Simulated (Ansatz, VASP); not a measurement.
**Two plane-wave programs on BiTe**

POSCAR

```
BiTe
1.0
    0.0000000000      3.2350000000      3.2350000000
    3.2350000000      0.0000000000      3.2350000000
    3.2350000000      3.2350000000      0.0000000000
Bi Te
1 1
Direct
    0.0000000000      0.0000000000      0.0000000000
    0.5000000000      0.5000000000      0.5000000000
```

Contents of INCAR.step1:

```
SYSTEM = BiTe
  PREC = Accurate
  ENCUT = 600
  ISMEAR = 0
  SIGMA = 0.1
  LREAL = .False.
  LASPH = .True.
  NELM = 100
  GGA = PE
  ALGO = Normal
  EDIFF = 1E-4
  LWAVE = .True.
  LCHARG = .False.
```

Contents of INCAR.step2:

```
SYSTEM = BiTe
  PREC = Accurate
  ENCUT = 600
  EDIFF = 1E-7
  ISMEAR = 0
  SIGMA = 0.1
  LREAL = .False.
  LASPH = .True.
  NELM = 100
  ALGO = Normal
  ISIF = 3
  LWAVE = .False.
  LCHARG = .False.
  METAGGA = R2SCAN
  LMIXTAU = .True.
  IBRION = 2
  NSW = 100
  EDIFFG = -0.005
  ISTART = 1
```

Contents of KPOINTS:

```
regular mesh
0
Gamma
  12 12 12
  0 0 0
```

Input for Ansatz:

```yaml
crystal:
  lattice:
    - [0.0, 3.235, 3.235]
    - [3.235, 0.0, 3.235]
    - [3.235, 3.235, 0.0]
  atoms:
    - { symbol: Bi, position: [0.0, 0.0, 0.0] }
    - { symbol: Te, position: [0.5, 0.5, 0.5] }
basis:
  ecutwfc: 500
kpoints:
  mp_grid: { grid: [12, 12, 12] }
hamiltonian:
  xc: r2scan
scf:
  occupations: { method: gaussian, width: 0.1 }
output:
  forces: true
  stress: true
  eigenvalues: true
relax:
  adjacent_minimum: "off"
  f_tol: 0.005
  max_steps: 80
  cell: { stress_tol: 0.05 }
```

Alike in both runs: task relaxation of cell and atoms; functional r2SCAN; k mesh 12 × 12 × 12; occupations gaussian, width 0.1 eV; no spin polarisation.

```csv
,VASP,Ansatz
version,VASP 6.6.1,Ansatz 0.2.0
potentials or method,"VASP PAW PBE potentials, release 64 (Bi_d, Te), cutoff 600 eV","scalar-relativistic, plane waves, PAW"
valence electrons in the cell,21,31
```

|  | VASP | Ansatz | Ansatz less VASP |
| --- | --- | --- | --- |
| gap on the k mesh at the Fermi level, each at its own relaxed structure (eV) | none | none | - |
| relaxed volume (Å³/atom) | 33.81 | 33.80 | -0.012 |
| relaxed cell length with the largest relative difference (Å) | 4.573 | 4.573 | -0.0006 |

VASP's potentials were made for PBE, not for r2SCAN. A gap of «none» marks a metal or a gap that the smearing closes. VASP's potentials hold 21 valence electrons a cell and Ansatz's 31, so a difference there can come from the potentials and not from the codes.

Spin-orbit coupling is off throughout.
